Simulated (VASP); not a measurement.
A run of VASP 6.6.1:

INCAR

```
  PREC = Accurate
  ENCUT = 520
  EDIFF = 1E-7
  ISMEAR = 0
  SIGMA = 0.05
  LREAL = F
  LASPH = T
  NELM = 100
  ALGO = Normal
  ISIF = 2
  LWAVE = F
  LCHARG = T
  GGA = PE
  LELF = T
  LVHAR = T
  NBANDS = 11
```

KPOINTS

```
regular mesh
0
Gamma
  6 6 6
```

POSCAR

```
Ba
1.0
   -2.5100000000      2.5100000000      2.5100000000
    2.5100000000     -2.5100000000      2.5100000000
    2.5100000000      2.5100000000     -2.5100000000
Ba
1
Direct
    0.0000000000      0.0000000000      0.0000000000
```

Potentials or basis: VASP PAW PBE potentials, release 64 (Ba_sv).

Command:

```console
$ cat potpaw_PBE.64/Ba_sv/POTCAR > POTCAR
$ mpirun -np 1 vasp_std > vasp.out
```

Hardware: 1 thread of Intel(R) Xeon(R) Platinum 8259CL CPU @ 2.50GHz (Skylake/Cascade Lake), on a shared host.

Q: How long does it take, and how much memory?

A: It took 8.2 s on 1 thread of Intel(R) Xeon(R) Platinum 8259CL CPU @ 2.50GHz (Skylake/Cascade Lake), with other jobs on the host, peak memory 0.17 GiB. Counts: scf iterations 11, k points 16.
